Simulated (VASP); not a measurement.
# C (I4_1/amd) in VASP: further runs

C is run at these levels: PBEsol; tasks: single point.

Program: VASP 6.6.1. These are calculated values, not measurements. Logs are shortened: lines on timing, memory, paths and dates and some standing lists are left out, and cuts for length are marked.

## (1) The cell of the first run

Symmetry: I4_1/amd, No. 141, tetragonal system. Conventional cell: a = 2.525 Å, b = 2.525 Å, c = 3.549 Å, α = 90.00°, β = 90.00°, γ = 90.00°. Within 2.1 Å of C (site symmetry -4m2) lie 4 C at 1.54 Å.

## (2) Single point, PBEsol (film at in-plane strain +0.005)

INCAR

```
SYSTEM = C
  PREC = Accurate
  ENCUT = 520
  EDIFF = 1E-6
  ISMEAR = 0
  SIGMA = 0.01
  LREAL = .FALSE.
  LASPH = .TRUE.
  NELM = 100
  ALGO = Normal
  ISIF = 2
  LWAVE = .FALSE.
  LCHARG = .TRUE.
  GGA = PS
  LELF = .TRUE.
  LVHAR = .TRUE.
  NBANDS = 11
```

KPOINTS

```
Automatic mesh
0
G
  12 12 12
  0 0 0
```

POSCAR

```
C
1.0
    1.7857882435      1.7857882435      0.0000000000
   -1.7857882435      1.7857882435      0.0000000000
    0.0000000000      1.7857882435      1.7745347596
C
2
Direct
    0.5000000000      0.5000000000      0.0000000000
    0.7500000000      0.2500000000      0.5000000000
```

Potentials or basis: VASP PAW PBE potentials, release 64 (C).

Started as:

```bash
cat potpaw_PBE.64/C/POTCAR > POTCAR
mpirun -np 1 vasp_std > vasp.out
```

OUTCAR:

```text
SYSTEM = C
   PREC = Accurate
   ENCUT = 520
   EDIFF = 1E-6
   ISMEAR = 0
   LREAL = .FALSE.
   LASPH = .TRUE.
   NELM = 100
   ISIF = 2
   GGA = PS

 ion  position               nearest neighbor table
   1  0.500  0.500  0.000-   2 1.54   2 1.54   2 1.54   2 1.54
   2  0.750  0.250  0.500-   1 1.54   1 1.54   1 1.54   1 1.54

  LATTYP: Found a body centered tetragonal cell.
 ALAT       =     2.5254859535
 C/A-ratio  =     1.4053016269

  Lattice vectors:

 A1 = (   1.7857882435,   0.0000000000,  -1.7745347596)
 A2 = (  -1.7857882435,   0.0000000000,  -1.7745347596)
 A3 = (   0.0000000000,   1.7857882435,   1.7745347596)

Analysis of symmetry for initial positions (statically):
=====================================================================
 Subroutine PRICEL returns:
 Original cell was already a primitive cell.

 Routine SETGRP: Setting up the symmetry group for a
 body centered tetragonal supercell.

 Subroutine GETGRP returns: Found 16 space group operations
 (whereof  8 operations were pure point group operations)
 out of a pool of 16 trial point group operations.

The static configuration has the point symmetry D_2d.
 The point group associated with its full space group is D_4h.

Analysis of symmetry for dynamics (positions and initial velocities):
=====================================================================
 Subroutine PRICEL returns:
 Original cell was already a primitive cell.

 Routine SETGRP: Setting up the symmetry group for a
 body centered tetragonal supercell.

 Subroutine GETGRP returns: Found 16 space group operations
 (whereof  8 operations were pure point group operations)
 out of a pool of 16 trial point group operations.

The dynamic configuration has the point symmetry D_2d.
 The point group associated with its full space group is D_4h.

 Subroutine INISYM returns: Found 16 space group operations
 (whereof  8 operations are pure point group operations),
 and found     1 'primitive' translations

----------------------------------------------------------------------------------------

                                     Primitive cell

  volume of cell :      11.3181

  direct lattice vectors                    reciprocal lattice vectors
     1.785788244  1.785788244  0.000000000     0.279988404  0.279988404 -0.281763993
    -1.785788244  1.785788244  0.000000000    -0.279988404  0.279988404 -0.281763993
     0.000000000  1.785788244  1.774534760     0.000000000  0.000000000  0.563527986

  length of vectors
     2.525485953  2.525485953  2.517541115     0.485981441  0.485981441  0.563527986

  position of ions in fractional coordinates (direct lattice)
     0.500000000  0.500000000  0.000000000
     0.750000000  0.250000000  0.500000000

  ion indices of the primitive-cell ions
   primitive index   ion index
                 1           1
                 2           2

----------------------------------------------------------------------------------------

 KPOINTS: Automatic mesh

Automatic generation of k-mesh.
 Grid dimensions read from file:
 generate k-points for:   12   12   12

 Generating k-lattice:

  Cartesian coordinates                     Fractional coordinates (reciprocal lattice)
     0.023332367  0.023332367 -0.023480333     0.083333333  0.000000000 -0.000000000
    -0.023332367  0.023332367 -0.023480333     0.000000000  0.083333333 -0.000000000
     0.000000000  0.000000000  0.046960666     0.000000000  0.000000000  0.083333333

  Length of vectors
     0.040498453  0.040498453  0.046960666

  Shift w.r.t. Gamma in fractional coordinates (k-lattice)
     0.000000000  0.000000000  0.000000000

 Subroutine IBZKPT returns following result:
 ===========================================

 Found    163 irreducible k-points:

 Following reciprocal coordinates:
            Coordinates               Weight
  0.000000  0.000000  0.000000      1.000000
  0.083333  0.000000  0.000000      8.000000
  0.166667  0.000000  0.000000      8.000000
  0.250000  0.000000  0.000000      8.000000
  0.333333  0.000000  0.000000      8.000000
  0.416667  0.000000 -0.000000      8.000000
[... 16 lines left out ...]
  0.500000  0.166667  0.000000     16.000000
 -0.416667  0.166667  0.000000     16.000000
 [... further k-points ...]
   k-points           NKPTS =    163   k-points in BZ     NKDIM =    163   number of bands    NBANDS=     11
   number of dos      NEDOS =    301   number of ions     NIONS =      2
   total plane-waves  NPLWV =   8000
   dimension x,y,z NGX =    20 NGY =   20 NGZ =   20
   dimension x,y,z NGXF=    40 NGYF=   40 NGZF=   40
   ions per type =               2
   NGX,Y,Z   is equivalent  to a cutoff of  13.17, 13.17, 13.21 a.u.
   NGXF,Y,Z  is equivalent  to a cutoff of  26.33, 26.33, 26.41 a.u.
 SYSTEM =  C
   PREC   = accura    normal or accurate (medium, high low for compatibility)
   ISTART =      0    job   : 0-new  1-cont  2-samecut
   ICHARG =      2    charge: 1-file 2-atom 10-const
   ISPIN  =      1    spin polarized calculation?
   LNONCOLLINEAR =      F non collinear calculations
   LSORBIT =      F    spin-orbit coupling
   LASPH  =      T    aspherical Exc in radial PAW
   ENCUT  =  520.0 eV  38.22 Ry    6.18 a.u.   4.70  4.70  4.68*2*pi/ulx,y,z
   NELM   =    100;   NELMIN=  2; NELMDL= -5     # of ELM steps
   EDIFF  = 0.1E-05   stopping-criterion for ELM
   LREAL  =      F    real-space projection
   EDIFFG = 0.1E-04   stopping-criterion for IOM
   NSW    =      0    number of steps for IOM
   IBRION =     -1    ionic relax: 0-MD 1-quasi-New 2-CG
   NFREE  =      0    steps in history (QN), initial steepest desc. (CG)
   ISIF   =      2    stress and relaxation
   ISYM   =      2    0-nonsym 1-usesym 2-fastsym
   POTIM  = 0.5000    time-step for ionic-motion
   TEBEG  =    0.0;   TEEND  =   0.0 temperature during run
   PSTRESS=    0.0 pullay stress
   NELECT =       8.0000    total number of electrons
   NUPDOWN=      -1.0000    fix difference up-down
   EMIN   =  10.00;   EMAX   =-10.00  energy-range for DOS
   EFERMI =   0.00;   METHOD = LEGACY
   ISMEAR =     0;   SIGMA  =   0.01  broadening in eV -4-tet -1-fermi 0-gaus
   EFERMI_NEDOS =   21; number of points for ismear=-14 and -15
   IALGO  =     38    algorithm
   IMIX   =      4    mixing-type and parameters
     AMIX     =   0.40;   BMIX     =  1.00
     AMIX_MAG =   1.60;   BMIX_MAG =  1.00
  volume/ion in A,a.u.               =       5.66        38.19
  Fermi-wavevector in a.u.,A,eV,Ry     =   1.458299  2.755786 28.934653  2.126637
  Thomas-Fermi vector in A             =   2.575000
   LORBIT       =      0    0 simple, 1 ext, 2 COOP (PROOUT), +10 PAW based schemes
   GGA     = PS    functional components
   LHFCALC =     F    Hartree Fock is set to
   AEXX    =    0.0000 exact exchange contribution
   IVDW    =     0    specifies the selected vdW correction
   LEPSILON=     F    determine dielectric tensor
   LRPA    =     F    only Hartree local field effects (RPA)
 non-spin polarized calculation
 Gauss-broadening in eV      SIGMA  =   0.01
  energy-cutoff  :      520.00
  volume of cell :       11.32
 maximum number of plane-waves:       323
   NGX =  9   NGY =  9   NGZ =  9

 number of electron       7.9999999 magnetization

 Free energy of the ion-electron system (eV)
  ---------------------------------------------------
  ext. energy  EPLUGINS =         0.00000000
  ---------------------------------------------------
  free energy    TOTEN  =       -19.24846873 eV

  energy without entropy =      -19.24846873  energy(sigma->0) =      -19.24846873

 E-fermi :   9.9236     XC(G=0): -13.4441

 val. band max:        9.8054939983   @ k =   0.0000   0.0000   0.0000
 cond. band min:      13.6856296106   @ k =   0.0000   0.0000   0.3333
 fundamental gap:      3.8801356123
 Fermi energy:         9.9235788418

 k-point     1 :       0.0000    0.0000    0.0000
  band No.  band energies     occupation
      1     -11.8102      2.00000
      2       9.7105      2.00000
      3       9.7105      2.00000
      4       9.8055      2.00000
      5      15.2365      0.00000
      6      15.3137      0.00000
      7      15.3137      0.00000
      8      23.1617      0.00000
      9      28.7288      0.00000
     10      36.0679      0.00000
     11      36.3943      0.00000

 k-point     2 :       0.0833    0.0000    0.0000
  band No.  band energies     occupation
      1     -11.6170      2.00000
      2       8.5036      2.00000
      3       9.3826      2.00000
      4       9.4505      2.00000
      5      15.6847      0.00000
      6      15.7389      0.00000
      7      16.0167      0.00000
      8      23.3152      0.00000
      9      29.0556      0.00000
     10      33.8828      0.00000
     11      34.1138      0.00000

 k-point     3 :       0.1667    0.0000    0.0000
  band No.  band energies     occupation
      1     -11.0397      2.00000
      2       5.9587      2.00000
      3       8.6711      2.00000
      4       8.7474      2.00000
      5      16.6133      0.00000
      6      16.6561      0.00000
      7      17.1187      0.00000
      8      23.7518      0.00000
      9      29.7398      0.00000
     10      32.3044      0.00000
     11      32.4776      0.00000

 k-point     4 :       0.2500    0.0000    0.0000
  band No.  band energies     occupation
      1     -10.0865      2.00000
      2       3.1085      2.00000
      3       7.9379      2.00000
      4       8.0272      2.00000
      5      17.4716      0.00000
      6      17.4967      0.00000
      7      17.8947      0.00000
      8      24.3545      0.00000
      9      30.1858      0.00000
     10      31.9262      0.00000
     11      32.0302      0.00000

 k-point     5 :       0.3333    0.0000    0.0000
  band No.  band energies     occupation
      1      -8.7774      2.00000
      2       0.3140      2.00000
      3       7.3561      2.00000
      4       7.4577      2.00000
      5      17.9536      0.00000
      6      17.9568      0.00000
      7      18.3465      0.00000
      8      24.8933      0.00000
      9      30.4529      0.00000
     10      32.8073      0.00000
     11      32.8369      0.00000
[... 211 lines left out ...]
 k-point    21 :       0.3333    0.1667    0.0000
  band No.  band energies     occupation
      1      -7.0853      2.00000
      2      -0.8714      2.00000
      3       3.9987      2.00000
      4       6.7911      2.00000
      5      17.7655      0.00000
      6      19.2635      0.00000
      7      20.7305      0.00000
      8      24.6088      0.00000
      9      29.5844      0.00000
     10      31.4176      0.00000
     11      34.2887      0.00000

 k-point    22 :       0.4167    0.1667    0.0000
  band No.  band energies     occupation
      1      -5.5610      2.00000
      2      -2.8919      2.00000
      3       4.1987      2.00000
      4       6.1580      2.00000
      5      17.2166      0.00000
      6      19.9268      0.00000
      7      20.9294      0.00000
      8      25.1191      0.00000
      9      29.0109      0.00000
     10      33.7914      0.00000
     11      34.1785      0.00000

 k-point    23 :       0.5000    0.1667    0.0000
  band No.  band energies     occupation
      1      -6.0197      2.00000
      2      -2.3438      2.00000
      3       4.6887      2.00000
      4       5.7744      2.00000
      5      16.7729      0.00000
      6      20.4121      0.00000
      7      20.9707      0.00000
      8      23.9643      0.00000
      9      29.6811      0.00000
     10      33.4363      0.00000
     11      36.1993      0.00000

 k-point    24 :      -0.4167    0.1667    0.0000
  band No.  band energies     occupation
      1      -7.6243      2.00000
      2      -0.0755      2.00000
      3       5.4118      2.00000
      4       5.6847      2.00000
      5      16.3624      0.00000
      6      20.6553      0.00000
      7      20.8914      0.00000
      8      22.3435      0.00000
      9      30.5974      0.00000
     10      32.0717      0.00000
     11      37.0180      0.00000

 [... further k-points ...]

------------------------ aborting loop because EDIFF is reached ----------------------------------------

  FORCE on cell =-STRESS in cart. coord.  units (eV):
  Direction    XX          YY          ZZ          XY          YZ          ZX
  --------------------------------------------------------------------------------------
  -------------------------------------------------------------------------------------
  Total       -0.3316466     -0.3316466      0.0770842      0.0000000      0.0000000      0.0000000
  in kB      -46.9474219    -46.9474219     10.9119227      0.0000000      0.0000000      0.0000000
  external PRESSURE =     -27.6609737 kB  Pullay stress =       0.0000000 kB

 VOLUME and BASIS-vectors are now :
 -----------------------------------------------------------------------------
  energy-cutoff  :      520.00
  volume of cell :       11.32
      direct lattice vectors                 reciprocal lattice vectors
     1.785788244  1.785788244  0.000000000     0.279988404  0.279988404 -0.281763993
    -1.785788244  1.785788244  0.000000000    -0.279988404  0.279988404 -0.281763993
     0.000000000  1.785788244  1.774534760     0.000000000  0.000000000  0.563527986

 POSITION                                       TOTAL-FORCE (eV/Angst)
 -----------------------------------------------------------------------------------
      0.00000      1.78579      0.00000         0.000000      0.000000      0.000000
      0.89289      2.67868      0.88727        -0.000000     -0.000000      0.000000
 -----------------------------------------------------------------------------------
    total drift:                                0.000000     -0.000000      0.000000

  FREE ENERGIE OF THE ION-ELECTRON SYSTEM (eV)
  ---------------------------------------------------
  free  energy   TOTEN  =       -19.2484687254 eV

  energy  without entropy=      -19.2484687254  energy(sigma->0) =      -19.24846873
```

Wall time 16 s (1 thread of Intel Xeon Platinum 8259CL at 2.50GHz (Skylake/Cascade Lake), shared host); peak memory 0.12 GiB.

What came out:

```yaml
Free_energy: -19.2485 eV
Pressure: -2.8 GPa
Band_gap_on_the_k_mesh: 3.88 eV, indirect (least direct gap 5.43 eV)
```

Caveat: the cell differs from its parent crystal (film at in-plane strain +0.005); the PAW data sets were made with another functional, which shifts forces and pressure a little. A k mesh can miss the band edges.

## (3) Single point, PBEsol (in-plane strain +0.01, then relaxed in part)

INCAR

```
SYSTEM = C
PREC     = Accurate       ! precision mode
ENCUT    = 520            ! plane-wave cutoff, eV
EDIFF    = 1E-7           ! SCF threshold, eV
ISMEAR   = 0              ! smearing method
SIGMA    = 0.01           ! smearing width, eV
LREAL    = .False.        ! projectors in reciprocal space
LASPH    = .True.         ! aspherical terms in the spheres
NELM     = 100            ! most SCF steps
ALGO     = Normal         ! electronic algorithm
ISIF     = 2              ! what is computed and relaxed
LWAVE    = .False.        ! write WAVECAR
LCHARG   = .False.        ! write CHGCAR
GGA      = PS             ! functional
NBANDS   = 11             ! bands
```

KPOINTS

```
Automatic mesh
0
Gamma
  12 12 12
  0 0 0
```

POSCAR

```
C
1.0
    1.7946727621      1.7946727621      0.0000000000
   -1.7946727621      1.7946727621      0.0000000000
    0.0000000000      1.7946727621      1.7723041661
C
2
Direct
    0.5000000000      0.5000000000      0.0000000000
    0.7500000000      0.2500000000      0.5000000000
```

Potentials or basis: VASP PAW PBE potentials, release 64 (C).

Started as:

```bash
cat potpaw_PBE.64/C/POTCAR > POTCAR
mpirun -np 1 vasp_std > vasp.out
```

It took 17 s on 1 thread of Intel Xeon Platinum 8259CL at 2.50GHz (Skylake/Cascade Lake), shared host; peak memory 0.12 GiB.

It converged, with:

```yaml
Free_energy: -19.2432 eV
Pressure: -6.5 GPa
Band_gap_on_the_k_mesh: 3.71 eV, indirect (least direct gap 5.30 eV)
```

Stress tensor (GPa, compression positive):
```
-10.29   0.00   0.00
  0.00 -10.29   0.00
  0.00   0.00   1.01
```

Levels at points of the mesh, in eV from the valence-band top:
```tsv
k point	band 2	band 3	band 4	band 5	band 6	band 7
(0.00, 0.00, 0.00)	-0.19	-0.19	0.00	5.30	5.45	5.45
(0.50, 0.00, 0.00)	-13.52	-3.03	-2.81	8.17	8.18	8.74
(0.50, 0.50, 0.00)	-12.92	-6.36	-6.36	4.56	4.56	16.54
(0.00, 0.00, 0.50)	-12.72	-6.55	-6.55	4.27	4.27	16.61
```

Caveat: the cell differs from its parent crystal (in-plane strain +0.01, then relaxed in part); the PAW data sets were made with another functional, which shifts forces and pressure a little.

[end of part 1 of 3]
